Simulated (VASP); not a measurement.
SnSe, 8 atoms in the cell. The typed cell holds 8 atoms: a = 5.732 Å, b = 11.761 Å, c = 2.974 Å, α = 90.00°, β = 90.00°, γ = 90.00°. 

* Program: VASP 6.6.1
* Task: single point
* Functional: LDA
* Potentials or basis: VASP PAW LDA potentials, release 64 (Sn_d, Se)
* Cutoff: 520 eV
* k mesh: 8 × 4 × 14
* Occupations: gaussian, width 0.15 eV
* Spin: no spin polarisation
* Dipole correction: no
* Further INCAR settings: ALGO = Fast; EDIFF = 1e-06; NBANDS = 50

Potentials or basis: VASP PAW LDA potentials, release 64 (Sn_d, Se).

Run with:

```sh
$ cat potpaw_LDA.64/Sn_d/POTCAR potpaw_LDA.64/Se/POTCAR > POTCAR
$ mpirun -np 1 vasp_std > vasp.out
```

Hardware: 1 thread of Oxide Virtual Turin-like Processor (shared host).

How long does it take, and how much memory?

It took 23 min on 1 thread of Oxide Virtual Turin-like Processor, on a shared host, peak memory 0.85 GiB. Counts: scf iterations 13, k points 120.
